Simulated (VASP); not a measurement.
# CdS (Hawleyite) (F-43m) in VASP: further runs, part 3 of 3

VASP 6.6.1. Earlier steps stand in the parts before.

### 5 Vibrations by perturbation theory, LDA

The input, INCAR:

```
SYSTEM = CdS
PREC     = Accurate       ! precision mode
ENCUT    = 520            ! plane-wave cutoff, eV
EDIFF    = 1E-8           ! SCF threshold, eV
ISMEAR   = 0              ! smearing method
SIGMA    = 0.01           ! smearing width, eV
LREAL    = .False.        ! projectors in reciprocal space
LASPH    = .True.         ! aspherical terms in the spheres
NELM     = 80             ! most SCF steps
ALGO     = Normal         ! electronic algorithm
ISIF     = 2              ! what is computed and relaxed
LWAVE    = .False.        ! write WAVECAR
LCHARG   = .False.        ! write CHGCAR
GGA      = CA             ! functional
IBRION   = 8              ! ionic algorithm
NSW      = 1              ! ionic steps
LEPSILON = .True.         ! dielectric tensor by DFPT
```

The input, KPOINTS:

```
Automatic mesh
0
Gamma
  6 6 6
  0 0 0
```

The input, POSCAR:

```
CdS
1.0
    0.0000000000      2.9165000000      2.9165000000
    2.9165000000      0.0000000000      2.9165000000
    2.9165000000      2.9165000000      0.0000000000
Cd S
1 1
Direct
    0.0000000000      0.0000000000      0.0000000000
    0.7500000000      0.7500000000      0.7500000000
```

Potentials or basis: VASP PAW LDA potentials, release 64 (Cd, S).

Started as:

```
cat potpaw_LDA.64/Cd/POTCAR potpaw_LDA.64/S/POTCAR > POTCAR
mpirun -np 1 vasp_std > vasp.out
```

OUTCAR:

```text
SYSTEM = CdS
   PREC = Accurate
   ENCUT = 520
   EDIFF = 1E-8
   ISMEAR = 0
   LREAL = .False.
   LASPH = .True.
   NELM = 80
   ISIF = 2
   GGA = CA
   IBRION = 8
   NSW = 1
   LEPSILON = .True.

 ion  position               nearest neighbor table
   1  0.000  0.000  0.000-   2 2.53   2 2.53   2 2.53   2 2.53
   2  0.750  0.750  0.750-   1 2.53   1 2.53   1 2.53   1 2.53

  LATTYP: Found a face centered cubic cell.
 ALAT       =     5.8330000000

  Lattice vectors:

 A1 = (   0.0000000000,   2.9165000000,   2.9165000000)
 A2 = (   2.9165000000,   0.0000000000,   2.9165000000)
 A3 = (   2.9165000000,   2.9165000000,   0.0000000000)

Analysis of symmetry for initial positions (statically):
=====================================================================
 Subroutine PRICEL returns:
 Original cell was already a primitive cell.

 Routine SETGRP: Setting up the symmetry group for a
 face centered cubic supercell.

 Subroutine GETGRP returns: Found 24 space group operations
 (whereof 24 operations were pure point group operations)
 out of a pool of 48 trial point group operations.

The static configuration has the point symmetry T_d .

Analysis of symmetry for dynamics (positions and initial velocities):
=====================================================================
 Subroutine PRICEL returns:
 Original cell was already a primitive cell.

 Routine SETGRP: Setting up the symmetry group for a
 face centered cubic supercell.

 Subroutine GETGRP returns: Found 24 space group operations
 (whereof 24 operations were pure point group operations)
 out of a pool of 48 trial point group operations.

The dynamic configuration has the point symmetry T_d .

 Subroutine INISYM returns: Found 24 space group operations
 (whereof 24 operations are pure point group operations),
 and found     1 'primitive' translations

----------------------------------------------------------------------------------------

                                     Primitive cell

  volume of cell :      49.6153

  direct lattice vectors                    reciprocal lattice vectors
     0.000000000  2.916500000  2.916500000    -0.171438368  0.171438368  0.171438368
     2.916500000  0.000000000  2.916500000     0.171438368 -0.171438368  0.171438368
     2.916500000  2.916500000  0.000000000     0.171438368  0.171438368 -0.171438368

  length of vectors
     4.124553855  4.124553855  4.124553855     0.296939964  0.296939964  0.296939964

  position of ions in fractional coordinates (direct lattice)
     0.000000000  0.000000000  0.000000000
     0.750000000  0.750000000  0.750000000

[... 434 lines left out ...]
 -----------------------------------------------------------------------------
    -0.00036  0.69602  0.00000
     0.69602 -0.00036  0.00000
     0.00000  0.00000  0.00025

--------------------------------------- Ionic step        4  -------------------------------------------

------------------------ aborting loop because EDIFF is reached ----------------------------------------

[... ionic steps 5 to 6 ...]

--------------------------------------- Ionic step        7  -------------------------------------------

 Free energy of the ion-electron system (eV)
  ---------------------------------------------------
  ---------------------------------------------------
  free energy    TOTEN  =        -0.10596272 eV

  energy without entropy =       -0.10596272

------------------------ aborting loop because EDIFF is reached ----------------------------------------

 INTERNAL STRAIN TENSOR  FOR ION    2  DIRECTION 1   (eV/Angst):
 -----------------------------------------------------------------------------
    -0.00802  0.00000  0.00000
     0.00000  0.00826  5.85571
     0.00000  5.85571  0.00826

 MACROSCOPIC STATIC DIELECTRIC TENSOR (including local field effects in DFT)
 ------------------------------------------------------
           9.269688    -0.000000    -0.000000
          -0.000000     9.269688     0.000000
           0.000000     0.000000     9.269688
 ------------------------------------------------------

 PIEZOELECTRIC TENSOR (including local field effects)  for field in x, y, z        (e  Angst)
          XX          YY          ZZ          XY          YZ          ZX
  --------------------------------------------------------------------------------
  x     0.00000    -0.00000    -0.00000     0.00000     2.17831     0.00000
  y     0.00000    -0.00000     0.00000     0.00000     0.00000     2.17831
  z     0.00000    -0.00000    -0.00000     2.17831     0.00000     0.00000

 PIEZOELECTRIC TENSOR (including local field effects)  for field in x, y, z        (C/m^2)
          XX          YY          ZZ          XY          YZ          ZX
  --------------------------------------------------------------------------------
  x     0.00000    -0.00000    -0.00000     0.00000     0.70342     0.00000
  y     0.00000    -0.00000     0.00000     0.00000     0.00000     0.70342
  z     0.00000    -0.00000    -0.00000     0.70342     0.00000     0.00000

 BORN EFFECTIVE CHARGES (including local field effects) (in |e|, cummulative output)
 ---------------------------------------------------------------------------------
 ion    1
    1     2.32271     0.00000     0.00000
    2     0.00000     2.32271     0.00000
    3     0.00000     0.00000     2.32271
 ion    2
    1    -2.32271     0.00000     0.00000
    2    -0.00000    -2.32271    -0.00000
    3     0.00000    -0.00000    -2.32271

 INTERNAL STRAIN TENSOR FOR ION    2 for displacements in x,y,z  (eV/Angst):
          X           Y           Z          XY          YZ          ZX
  --------------------------------------------------------------------------------
  x    -0.00000     0.00000     0.00000     0.00000     5.85571     0.00000
  y     0.00000    -0.00000     0.00000     0.00000     0.00000     5.85571
  z     0.00000     0.00000    -0.00000     5.85571     0.00000     0.00000

 SECOND DERIVATIVES (NOT SYMMETRIZED)
 ------------------------------------
               1X          1Y          1Z          2X          2Y          2Z
  1X    -4.921294    0.000000    0.000000    4.921294    0.000000    0.000000
  1Y     0.000000   -4.921294    0.000000    0.000000    4.921294    0.000000
  1Z     0.000000    0.000000   -4.921294    0.000000    0.000000    4.921294
  2X     4.895641    0.000000    0.000000   -4.895641    0.000000    0.000000
  2Y     0.000000    4.895641    0.000000    0.000000   -4.895641    0.000000
  2Z     0.000000    0.000000    4.895641    0.000000    0.000000   -4.895641

 Eigenvectors and eigenvalues of the dynamical matrix
 ----------------------------------------------------

   1 f  =    6.929162 THz    43.537209 2PiTHz  231.131966 cm-1    28.656699 meV
             X         Y         Z           dx          dy          dz
      0.000000  0.000000  0.000000     0.000000    0.472070    0.000000
      4.374750  4.374750  4.374750     0.000000   -0.881561    0.000000
[... 21 lines left out ...]
   6 f/i=    0.007535 THz     0.047345 2PiTHz    0.251347 cm-1     0.031163 meV
             X         Y         Z           dx          dy          dz
      0.000000  0.000000  0.000000     0.000000    0.000000    0.881561
      4.374750  4.374750  4.374750     0.000000    0.000000    0.472070

--------------------------------------------------------------------------------------------------------

 MACROSCOPIC STATIC DIELECTRIC TENSOR IONIC CONTRIBUTION
 ------------------------------------------------------
           4.008615     0.000000     0.000000
           0.000000     4.008615     0.000000
           0.000000     0.000000     4.008615
 ------------------------------------------------------

 ELASTIC MODULI CONTR FROM IONIC RELAXATION (kBar)
 Direction    XX          YY          ZZ          XY          YZ          ZX
 --------------------------------------------------------------------------------
 XX          -0.0000      0.0000      0.0000     -0.0000      0.0000     -0.0000
 YY           0.0000     -0.0000     -0.0000     -0.0000     -0.0000      0.0000
 ZZ           0.0000     -0.0000     -0.0000      0.0000     -0.0000     -0.0000
 XY          -0.0000     -0.0000      0.0000   -229.8969      0.0000      0.0000
 YZ           0.0000     -0.0000     -0.0000      0.0000   -229.8969      0.0000
 ZX          -0.0000      0.0000     -0.0000      0.0000      0.0000   -229.8969
 --------------------------------------------------------------------------------

 PIEZOELECTRIC TENSOR IONIC CONTR  for field in x, y, z        (C/m^2)
          XX          YY          ZZ          XY          YZ          ZX
  --------------------------------------------------------------------------------
  x     0.00000    -0.00000    -0.00000     0.00000    -0.90331     0.00000
  y    -0.00000     0.00000    -0.00000    -0.00000    -0.00000    -0.90331
  z    -0.00000    -0.00000     0.00000    -0.90331     0.00000    -0.00000
```

It took 2.7 min on 1 thread of Intel Xeon 6975P-C, shared host; peak memory 0.23 GiB.

What came out:

```
Electronic dielectric tensor (diagonal)                 : 9.27
Born charges (mean of the diagonal)                     : Cd +2.32; S -2.32 e
Highest phonon frequency at Γ, LO-TO splitting left out : 231 cm⁻¹
```

Phonon frequencies in cm⁻¹ (negative: imaginary):
| q point | frequencies |
| --- | --- |
| (0.000, 0.000, 0.000) | 0 0 0 231 231 231 |

Electronic dielectric tensor:
```
9.27 0.00 0.00
0.00 9.27 0.00
0.00 0.00 9.27
```

Born effective charge tensors (e):
atom 1, Cd
```
2.32 0.00 0.00
0.00 2.32 0.00
0.00 0.00 2.32
```
atom 2, S
```
-2.32  0.00  0.00
 0.00 -2.32  0.00
 0.00  0.00 -2.32
```

Caveat: the cell wasn't relaxed at this level first, which shifts response properties.
